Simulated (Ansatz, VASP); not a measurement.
## One calculation of TlGe, two programs

```
Tl Ge
1.0
     3.73422    0.00000    0.00000
     0.00000    3.73422    0.00000
     0.00000    0.00000    8.19428
Tl Ge
2 2
Direct
  0.00000 0.50000 0.32266
  0.50000 0.00000 0.67734
  0.00000 0.00000 0.00000
  0.50000 0.50000 0.00000
```

Alike in both runs: functional PBE; k mesh 6 × 6 × 2; occupations gaussian, width 0.1 eV; no spin polarisation.

Ansatz relaxed the structure, and its values are those at the end. VASP's run is a single point on that final structure, the one shown.

|  | VASP | Ansatz |
| --- | --- | --- |
| version | VASP 6.6.1 | Ansatz 0.2.0 |
| potentials or method | VASP PAW PBE potentials, release 64 (Tl_d, Ge_d), cutoff 520 eV | scalar-relativistic, plane waves, PAW |
| valence electrons in the cell | 54 | 54 |

Ansatz gave:

```
gap on the k mesh at the Fermi level (eV) : none
pressure (GPa)                            : 0.1
rms of the force components (eV/Å)        : 0.012
```

Task: Estimate VASP's values.

Result: gap on the k mesh at the Fermi level (eV): none; pressure (GPa): 0.0; rms of the force components (eV/Å): 0.013.

A gap of «none» marks a metal or a gap that the smearing closes.

The k mesh is coarse, so the values compare programs but aren't converged. Spin-orbit coupling is off throughout.
